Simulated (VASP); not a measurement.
# AlNi3 (Pm-3m) in VASP: further runs

Runs on AlNi3. Level: PBEsol. Tasks: single point.

Everything below comes from runs of VASP 6.6.1. Logs are shortened: lines on timing, memory, paths and dates and some standing lists are left out, and cuts for length are marked.

### 1 The cell of the first run

Symmetry: Pm-3m, No. 221, cubic system. The conventional cell has a = 3.523 Å, b = 3.523 Å, c = 3.523 Å, α = 90.00°, β = 90.00°, γ = 90.00°. Within 3.3 Å of Ni (site symmetry 4/mmm) lie 8 Ni at 2.49 Å and 4 Al at 2.49 Å. Within 3.3 Å of Al (site symmetry m-3m) lie 12 Ni at 2.49 Å.

### 2 Single point, PBEsol, collinear spin, ferromagnetic start

INCAR

```
SYSTEM = AlNi3
  ALGO = Normal
  EDIFF = 1E-6
  ENCUT = 590
  GGA = PS
  GGA_COMPAT = .FALSE.
  ISIF = 2
  ISMEAR = -1
  ISPIN = 2
  LASPH = .TRUE.
  LCHARG = .FALSE.
  LMAXMIX = 4
  LORBIT = 11
  LREAL = .FALSE.
  LWAVE = .FALSE.
  MAGMOM = 0.733333 0.733333 0.733333 0
  NBANDS = 40
  NELM = 200
  NUPDOWN = 2.2
  PREC = Accurate
  SIGMA = 0.05
```

KPOINTS

```
k-points
0
G
  6 6 6
  0 0 0
```

POSCAR

```
AlNi3
1.0
    3.5230547267      0.0000000000      0.0000000000
    0.0000000000      3.5230547267      0.0000000000
    0.0000000000      0.0000000000      3.5230547267
Ni Al
3 1
Direct
    0.5000000000      0.5000000000      0.0000000000
    0.5000000000      0.0000000000      0.5000000000
    0.0000000000      0.5000000000      0.5000000000
    0.0000000000      0.0000000000      0.0000000000
```

Potentials or basis: VASP PAW PBE potentials, release 64 (Ni_sv_GW, Al).

Run with:

```
$ cat potpaw_PBE.64/Ni_sv_GW/POTCAR potpaw_PBE.64/Al/POTCAR > POTCAR
$ mpirun -np 1 vasp_std > vasp.out
```

OUTCAR:

```text
SYSTEM = AlNi3
   EDIFF = 1E-6
   ENCUT = 590
   GGA = PS
   ISIF = 2
   ISMEAR = -1
   ISPIN = 2
   LASPH = .TRUE.
   LORBIT = 11
   LREAL = .FALSE.
   NELM = 200
   NUPDOWN = 2.2
   PREC = Accurate

 ion  position               nearest neighbor table
   1  0.500  0.500  0.000-   2 2.49   3 2.49   4 2.49   2 2.49   3 2.49   2 2.49   4 2.49   2 2.49
                             3 2.49   4 2.49   3 2.49   4 2.49
   2  0.500  0.000  0.500-   1 2.49   3 2.49   4 2.49   1 2.49   4 2.49   1 2.49   3 2.49   1 2.49
                             3 2.49   4 2.49   4 2.49   3 2.49
   3  0.000  0.500  0.500-   1 2.49   2 2.49   4 2.49   1 2.49   4 2.49   2 2.49   4 2.49   4 2.49
                             1 2.49   2 2.49   1 2.49   2 2.49
   4  0.000  0.000  0.000-   1 2.49   2 2.49   3 2.49   2 2.49   3 2.49   1 2.49   3 2.49   3 2.49
                             1 2.49   2 2.49   2 2.49   1 2.49

  LATTYP: Found a simple cubic cell.
 ALAT       =     3.5230547267

  Lattice vectors:

 A1 = (   3.5230547267,   0.0000000000,   0.0000000000)
 A2 = (   0.0000000000,   3.5230547267,   0.0000000000)
 A3 = (   0.0000000000,   0.0000000000,   3.5230547267)

Analysis of symmetry for initial positions (statically):
=====================================================================
 Subroutine PRICEL returns:
 Original cell was already a primitive cell.

 Routine SETGRP: Setting up the symmetry group for a
 simple cubic supercell.

 Subroutine GETGRP returns: Found 48 space group operations
 (whereof 48 operations were pure point group operations)
 out of a pool of 48 trial point group operations.

The static configuration has the point symmetry O_h .

Analysis of symmetry for dynamics (positions and initial velocities):
=====================================================================
 Subroutine PRICEL returns:
 Original cell was already a primitive cell.

 Routine SETGRP: Setting up the symmetry group for a
 simple cubic supercell.

 Subroutine GETGRP returns: Found 48 space group operations
 (whereof 48 operations were pure point group operations)
 out of a pool of 48 trial point group operations.

The dynamic configuration has the point symmetry O_h .

Analysis of structural, dynamic, and magnetic symmetry:
=====================================================================
 Subroutine PRICEL returns:
 Original cell was already a primitive cell.

 Routine SETGRP: Setting up the symmetry group for a
 simple cubic supercell.

 Subroutine GETGRP returns: Found 48 space group operations
 (whereof 48 operations were pure point group operations)
 out of a pool of 48 trial point group operations.

The overall configuration has the point symmetry O_h .

 Subroutine INISYM returns: Found 48 space group operations
 (whereof 48 operations are pure point group operations),
 and found     1 'primitive' translations

----------------------------------------------------------------------------------------

                                     Primitive cell

  volume of cell :      43.7279

  direct lattice vectors                    reciprocal lattice vectors
     3.523054727  0.000000000  0.000000000     0.283844583  0.000000000  0.000000000
     0.000000000  3.523054727  0.000000000     0.000000000  0.283844583  0.000000000
     0.000000000  0.000000000  3.523054727     0.000000000  0.000000000  0.283844583

  length of vectors
     3.523054727  3.523054727  3.523054727     0.283844583  0.283844583  0.283844583

  position of ions in fractional coordinates (direct lattice)
     0.500000000  0.500000000  0.000000000
     0.500000000  0.000000000  0.500000000
     0.000000000  0.500000000  0.500000000
     0.000000000  0.000000000  0.000000000

  ion indices of the primitive-cell ions
   primitive index   ion index
                 1           1
                 2           2
                 3           3
                 4           4

----------------------------------------------------------------------------------------

 KPOINTS: k-points

Automatic generation of k-mesh.
 Grid dimensions read from file:
 generate k-points for:    6    6    6

 Generating k-lattice:

  Cartesian coordinates                     Fractional coordinates (reciprocal lattice)
     0.047307431  0.000000000  0.000000000     0.166666667  0.000000000  0.000000000
     0.000000000  0.047307431  0.000000000     0.000000000  0.166666667  0.000000000
     0.000000000  0.000000000  0.047307431     0.000000000  0.000000000  0.166666667

  Length of vectors
     0.047307431  0.047307431  0.047307431

  Shift w.r.t. Gamma in fractional coordinates (k-lattice)
     0.000000000  0.000000000  0.000000000

 Subroutine IBZKPT returns following result:
 ===========================================

 Found     20 irreducible k-points:

 Following reciprocal coordinates:
            Coordinates               Weight
  0.000000  0.000000  0.000000      1.000000
  0.166667  0.000000  0.000000      6.000000
  0.333333  0.000000  0.000000      6.000000
  0.500000  0.000000  0.000000      3.000000
  0.166667  0.166667  0.000000     12.000000
  0.333333  0.166667  0.000000     24.000000
[... 12 lines left out ...]
  0.500000  0.500000  0.333333      6.000000
  0.500000  0.500000  0.500000      1.000000
   k-points           NKPTS =     20   k-points in BZ     NKDIM =     20   number of bands    NBANDS=     40
   number of dos      NEDOS =    301   number of ions     NIONS =      4
   total plane-waves  NPLWV =  21952
   dimension x,y,z NGX =    28 NGY =   28 NGZ =   28
   dimension x,y,z NGXF=    56 NGYF=   56 NGZF=   56
   ions per type =               3   1
   NGX,Y,Z   is equivalent  to a cutoff of  13.21, 13.21, 13.21 a.u.
   NGXF,Y,Z  is equivalent  to a cutoff of  26.43, 26.43, 26.43 a.u.
 SYSTEM =  AlNi3
   PREC   = accura    normal or accurate (medium, high low for compatibility)
   ISTART =      0    job   : 0-new  1-cont  2-samecut
   ICHARG =      2    charge: 1-file 2-atom 10-const
   ISPIN  =      2    spin polarized calculation?
   LNONCOLLINEAR =      F non collinear calculations
   LSORBIT =      F    spin-orbit coupling
   LASPH  =      T    aspherical Exc in radial PAW
   ENCUT  =  590.0 eV  43.36 Ry    6.59 a.u.   6.98  6.98  6.98*2*pi/ulx,y,z
   NELM   =    200;   NELMIN=  2; NELMDL= -5     # of ELM steps
   EDIFF  = 0.1E-05   stopping-criterion for ELM
   LREAL  =      F    real-space projection
   EDIFFG = 0.1E-04   stopping-criterion for IOM
   NSW    =      0    number of steps for IOM
   IBRION =     -1    ionic relax: 0-MD 1-quasi-New 2-CG
   NFREE  =      0    steps in history (QN), initial steepest desc. (CG)
   ISIF   =      2    stress and relaxation
   ISYM   =      2    0-nonsym 1-usesym 2-fastsym
   POTIM  = 0.5000    time-step for ionic-motion
   TEBEG  =    0.0;   TEEND  =   0.0 temperature during run
   PSTRESS=    0.0 pullay stress
   NELECT =      57.0000    total number of electrons
   NUPDOWN=       2.2000    fix difference up-down
   EMIN   =  10.00;   EMAX   =-10.00  energy-range for DOS
   EFERMI =   0.00;   METHOD = LEGACY
   ISMEAR =    -1;   SIGMA  =   0.05  broadening in eV -4-tet -1-fermi 0-gaus
   EFERMI_NEDOS =   21; number of points for ismear=-14 and -15
   IALGO  =     38    algorithm
   IMIX   =      4    mixing-type and parameters
     AMIX     =   0.40;   BMIX     =  1.00
     AMIX_MAG =   1.60;   BMIX_MAG =  1.00
  volume/ion in A,a.u.               =      10.93        73.77
  Fermi-wavevector in a.u.,A,eV,Ry     =   1.788328  3.379449 43.513001  3.198115
  Thomas-Fermi vector in A             =   2.851527
   LORBIT       =     11    0 simple, 1 ext, 2 COOP (PROOUT), +10 PAW based schemes
   GGA     = PS    functional components
   LHFCALC =     F    Hartree Fock is set to
   AEXX    =    0.0000 exact exchange contribution
   IVDW    =     0    specifies the selected vdW correction
   LEPSILON=     F    determine dielectric tensor
   LRPA    =     F    only Hartree local field effects (RPA)
 spin polarized calculation
  energy-cutoff  :      590.00
  volume of cell :       43.73
 maximum number of plane-waves:      1452
 NGX is ok and might be reduce to    28
   NGX = 13   NGY = 13   NGZ = 13

 number of electron      56.9999891 magnetization       2.1999996

 Free energy of the ion-electron system (eV)
  ---------------------------------------------------
  ext. energy  EPLUGINS =         0.00000000
  ---------------------------------------------------
  free energy    TOTEN  =       -26.58509469 eV

  energy without entropy =      -26.55855969  energy(sigma->0) =      -26.57182719

 E-fermi :   8.4159     XC(G=0): -13.4891

 val. band max:        9.4130539010   @ k =   0.1667   0.1667   0.0000
 cond. band min:       8.4255794263   @ k =   0.3333   0.0000   0.0000
 fundamental gap:     -0.9874744747
 Fermi energy:         9.7060552700

 spin component 1

 k-point     1 :       0.0000    0.0000    0.0000
  band No.  band energies     occupation
      1     -94.6335      1.00000
      2     -94.6002      1.00000
      3     -94.6002      1.00000
      4     -55.2275      1.00000
      5     -55.2275      1.00000
      6     -55.2275      1.00000
[... 849 lines left out ...]
     39      28.8236      0.00000
     40      28.8880      0.00000
 Fermi energy:         8.4159384468

 spin component 2

 k-point     1 :       0.0000    0.0000    0.0000
  band No.  band energies     occupation
      1     -93.8127      1.00000
      2     -93.7786      1.00000
      3     -93.7786      1.00000
      4     -54.4316      1.00000
      5     -54.4316      1.00000
      6     -54.4316      1.00000
[... 849 lines left out ...]
     39      28.9380      0.00000
     40      28.9605      0.00000

------------------------ aborting loop because EDIFF is reached ----------------------------------------

  FORCE on cell =-STRESS in cart. coord.  units (eV):
  Direction    XX          YY          ZZ          XY          YZ          ZX
  --------------------------------------------------------------------------------------
  -------------------------------------------------------------------------------------
  Total       -0.0476921     -0.0476921     -0.0476921      0.0000000      0.0000000     -0.0000000
  in kB       -1.7474264     -1.7474264     -1.7474264      0.0000000      0.0000000     -0.0000000
  external PRESSURE =      -1.7474264 kB  Pullay stress =       0.0000000 kB

 VOLUME and BASIS-vectors are now :
 -----------------------------------------------------------------------------
  energy-cutoff  :      590.00
  volume of cell :       43.73
      direct lattice vectors                 reciprocal lattice vectors
     3.523054727  0.000000000  0.000000000     0.283844583  0.000000000  0.000000000
     0.000000000  3.523054727  0.000000000     0.000000000  0.283844583  0.000000000
     0.000000000  0.000000000  3.523054727     0.000000000  0.000000000  0.283844583

 POSITION                                       TOTAL-FORCE (eV/Angst)
 -----------------------------------------------------------------------------------
      1.76153      1.76153      0.00000         0.000000      0.000000      0.000000
      1.76153      0.00000      1.76153         0.000000      0.000000      0.000000
      0.00000      1.76153      1.76153         0.000000      0.000000      0.000000
      0.00000      0.00000      0.00000         0.000000      0.000000      0.000000
 -----------------------------------------------------------------------------------
    total drift:                                0.000000      0.000000      0.000000

  FREE ENERGIE OF THE ION-ELECTRON SYSTEM (eV)
  ---------------------------------------------------
  free  energy   TOTEN  =       -26.5850946895 eV

  energy  without entropy=      -26.5585596862  energy(sigma->0) =      -26.57182719

 total charge

# of ion       s       p       d       f       tot
--------------------------------------------------
    1        2.250   6.346   7.824   0.004  16.424
    2        2.250   6.346   7.824   0.004  16.424
    3        2.250   6.346   7.824   0.004  16.424
    4        0.404   0.423   0.000   0.000   0.827
--------------------------------------------------
tot          7.153  19.462  23.473   0.012  50.100

 magnetization (x)

# of ion       s       p       d       f       tot
--------------------------------------------------
    1        0.005   0.023   0.667   0.000   0.695
    2        0.005   0.023   0.667   0.000   0.695
    3        0.005   0.023   0.667   0.000   0.695
    4        0.011   0.021   0.000   0.000   0.032
--------------------------------------------------
tot          0.026   0.090   2.001   0.000   2.117
```

Run time: 2.1 min. Hardware: 1 thread of Intel Xeon Platinum 8375C at 2.90GHz (Ice Lake), shared host; peak memory 0.23 GiB.

Results:

```
Free energy                                           : -26.5851 eV
Pressure                                              : -0.2 GPa
Net moment                                            : 2.20 μB per cell
Site moments                                          : Ni +0.69; Al +0.03 μB
Valence electrons inside the program's atomic spheres : Ni 16.42; Al 0.83
```

Caveat: the PAW data sets were made with another functional, which shifts forces and pressure a little; the total moment is fixed, so each spin has its own Fermi level.

(Part 1 of 2 ends here.)
